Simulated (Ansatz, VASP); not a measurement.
**ZrSi2O6: VASP beside Ansatz**

Contents of INCAR:

```
SYSTEM = ZrSi2O6
  PREC = Accurate
  ENCUT = 520
  EDIFF = 1E-6
  ISMEAR = 0
  SIGMA = 0.1
  LREAL = .FALSE.
  LASPH = .TRUE.
  NELM = 60
  ALGO = Normal
  ISIF = 2
  LWAVE = .FALSE.
  LCHARG = .FALSE.
  GGA = PE
  NBANDS = 38
```

The input KPOINTS:

```
regular mesh
0
G
  6 6 6
  0 0 0
```

POSCAR

```
ZrSi2O6
1.0
   -1.8162884400      1.8162884400      7.7058592300
    1.8162884400     -1.8162884400      7.7058592300
    1.8162884400      1.8162884400     -7.7058592300
Zr Si O
1 2 6
Direct
    0.0000000000      0.0000000000      0.0000000000
    0.6666666700      0.6666666700      0.0000000000
    0.3333333300      0.3333333300      0.0000000000
    0.7500000000      0.2500000000      0.5000000000
    0.4166666700      0.9166666700      0.5000000000
    0.0833333300      0.5833333300      0.5000000000
    0.9166666700      0.4166666700      0.5000000000
    0.5833333300      0.0833333300      0.5000000000
    0.2500000000      0.7500000000      0.5000000000
```

Input for Ansatz:

```yaml
crystal:
  lattice:
    - [-1.81628844, 1.81628844, 7.70585923]
    - [1.81628844, -1.81628844, 7.70585923]
    - [1.81628844, 1.81628844, -7.70585923]
  atoms:
    - { symbol: Zr, position: [0.0, 0.0, 0.0] }
    - { symbol: Si, position: [0.66666667, 0.66666667, 0.0] }
    - { symbol: Si, position: [0.33333333, 0.33333333, 0.0] }
    - { symbol: O, position: [0.75, 0.25, 0.5] }
    - { symbol: O, position: [0.41666667, 0.91666667, 0.5] }
    - { symbol: O, position: [0.08333333, 0.58333333, 0.5] }
    - { symbol: O, position: [0.91666667, 0.41666667, 0.5] }
    - { symbol: O, position: [0.58333333, 0.08333333, 0.5] }
    - { symbol: O, position: [0.25, 0.75, 0.5] }
basis:
  ecutwfc: 420
kpoints:
  mp_grid: { grid: [6, 6, 6] }
hamiltonian:
  xc: pbe
scf:
  occupations: { method: gaussian, width: 0.1 }
  lower_state_search: "off"
output:
  forces: true
  stress: true
  eigenvalues: true
```

Alike in both runs: task single point; functional PBE; k mesh 6 × 6 × 6; occupations gaussian, width 0.1 eV; no spin polarisation.

```csv
,VASP,Ansatz
version,VASP 6.6.1,Ansatz 0.2.0
potentials or method,"VASP PAW PBE potentials, release 64 (Zr_sv, Si, O), cutoff 520 eV","scalar-relativistic, plane waves, PAW"
valence electrons in the cell,56,56
```

VASP gave:

```
gap on the k mesh at the Fermi level (eV)                     : none
pressure (GPa)                                                : -27.6
traceless stress, the component that is largest in VASP (GPa) : -1.13
rms of the force components (eV/Å)                            : 0.547
```

Problem. Estimate Ansatz's values.

Solution. gap on the k mesh at the Fermi level (eV): none; pressure (GPa): -27.7; traceless stress, the component that is largest in VASP (GPa): -1.12; rms of the force components (eV/Å): 0.545.

Atom by atom the forces differ by 0.003 eV/Å (rms over components). A gap of «none» marks a metal or a gap that the smearing closes. The functional is the same, so the differences come from potentials, cutoffs and numerics.

The k mesh is coarse, so the values compare programs but aren't converged.
